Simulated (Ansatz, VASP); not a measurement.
# Two plane-wave programs on CdS

The input POSCAR:

```
CdS
1.0
    0.0000000000      2.7532440000      2.7532440000
    2.7532440000      0.0000000000      2.7532440000
    2.7532440000      2.7532440000      0.0000000000
Cd S
1 1
Direct
    0.0000000000      0.0000000000      0.0000000000
    0.5000000000      0.5000000000      0.5000000000
```

INCAR.step1

```
PREC     = Accurate       # precision mode
ENCUT    = 600            # plane-wave cutoff, eV
EDIFF    = 1E-5           # SCF threshold, eV
ISMEAR   = -1             # smearing method
SIGMA    = 0.05           # smearing width, eV
LREAL    = False          # projectors in reciprocal space
LASPH    = True           # aspherical terms in the spheres
NELM     = 80             # most SCF steps
ALGO     = Normal         # electronic algorithm
LWAVE    = True           # write WAVECAR
LCHARG   = False          # write CHGCAR
GGA      = PE             # functional
NBANDS   = 16             # bands
```

The input INCAR.step2:

```
PREC     = Accurate       # precision mode
ENCUT    = 600            # plane-wave cutoff, eV
EDIFF    = 1E-6           # SCF threshold, eV
ISMEAR   = -1             # smearing method
SIGMA    = 0.05           # smearing width, eV
LREAL    = False          # projectors in reciprocal space
LASPH    = True           # aspherical terms in the spheres
NELM     = 80             # most SCF steps
ALGO     = Normal         # electronic algorithm
ISIF     = 3              # what is computed and relaxed
LWAVE    = False          # write WAVECAR
LCHARG   = False          # write CHGCAR
GGA      = PS             # functional
LHFCALC  = True           # exact exchange
AEXX     = 0.25           # exact-exchange fraction
PRECFOCK = Normal       
IBRION   = 2              # ionic algorithm
NSW      = 60             # ionic steps
EDIFFG   = -0.01          # ionic threshold
ISTART   = 1
```

File KPOINTS:

```
Automatic mesh
0
Gamma
  4 4 4
```

input

```
crystal:
  lattice:
    - [0.0, 2.753244, 2.753244]
    - [2.753244, 0.0, 2.753244]
    - [2.753244, 2.753244, 0.0]
  atoms:
    - { symbol: Cd, position: [0.0, 0.0, 0.0] }
    - { symbol: S, position: [0.5, 0.5, 0.5] }
hamiltonian:
  xc: { exchange: pbesol, correlation: pbesol, exx: { coeff: 0.25 } }
  pseudopotentials: { kind: paw }
kpoints:
  mp_grid: { grid: [4, 4, 4] }
scf:
  occupations: { method: fermi_dirac, width: 0.05 }
output:
  forces: true
  stress: true
  eigenvalues: true
  write_density: true
  write_potential: true
  elf: true
  volumetric_format: npy
relax:
  f_tol: 0.01
  max_steps: 40
  cell: { stress_tol: 0.05 }
```

Alike in both runs: task relaxation of cell and atoms; functional PBEsol-based global hybrid with a share of 0.25 of exact exchange; k mesh 4 × 4 × 4; occupations fermi-dirac, width 0.05 eV; no spin polarisation.

|  | VASP | Ansatz |
| --- | --- | --- |
| version | VASP 6.6.1 | Ansatz 0.2.0 |
| potentials or method | VASP PAW PBE potentials, release 64 (Cd, S) | Ansatz PAW |
| plane-wave cutoff (eV) | 600 | 420 |
| valence electrons in the cell | 18 | 26 |

Ansatz gave:

| Quantity | Value |
| --- | --- |
| gap on the k mesh at the Fermi level, each at its own relaxed structure (eV) | 1.80 |
| relaxed volume (Å³/atom) | 19.64 |
| relaxed length of the cell vector where the two differ most in proportion (Å) | 3.816 |

Q: Estimate VASP's values.

A: gap on the k mesh at the Fermi level, each at its own relaxed structure (eV): 1.83; relaxed volume (Å³/atom): 19.71; relaxed length of the cell vector where the two differ most in proportion (Å): 3.820.

VASP's potentials were made for PBE, not for PBEsol-based global hybrid. VASP's potentials hold 18 valence electrons a cell and Ansatz's 26, so a difference there can come from the potentials and not from the codes.

The k mesh is coarse, so the values compare programs but aren't converged. Noted on Ansatz's run: the plane-wave basis is chosen anew once the cell has moved, so the energies of steps on either side of that aren't comparable.
